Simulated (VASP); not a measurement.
TaN:

```
Ta N
1.0
     0.00000    2.17900    2.17900
     2.17900    0.00000    2.17900
     2.17900    2.17900    0.00000
Ta N
1 1
Cartesian
  2.1790 2.1790 2.1790
  0.0000 0.0000 0.0000
```

Base run:

- Program: VASP 6.6.1
- Functional: r2SCAN
- Potentials or basis: VASP PAW PBE potentials, release 64 (Ta_pv, N)
- Cutoff: 520 eV
- k mesh: 7 × 7 × 7
- Occupations: gaussian, width 0.05 eV
- Spin: collinear spin, zero start
- Starting moments: [0.0, 0.0] μB
- Hubbard terms: Ta d U = 1.0 eV

Its results: band gap on the k mesh zero (filled and empty bands overlap); pressure 14.8 GPa; net moment 0.00 μB per cell.

Q: The run is repeated on the same cell with these changes: potentials or basis from VASP PAW PBE potentials, release 64 (Ta_pv, N) to VASP PAW PBE potentials, release 64 (Ta_sv_GW, N); cutoff from 520 eV to 660 eV; further incar settings from ALGO = Normal; EDIFF = 1e-06; NBANDS = 19 to ALGO = Normal; EDIFF = 1e-06; NBANDS = 20; valence electrons from 16 to 18. What comes out?

A: Band gap on the k mesh zero (filled and empty bands overlap); pressure 12.7 GPa; net moment 0.00 μB per cell.

Caveats: the PAW data sets were made with another functional, which shifts forces and pressure a little; spin-orbit coupling is left out, which moves the levels of the heavy elements.
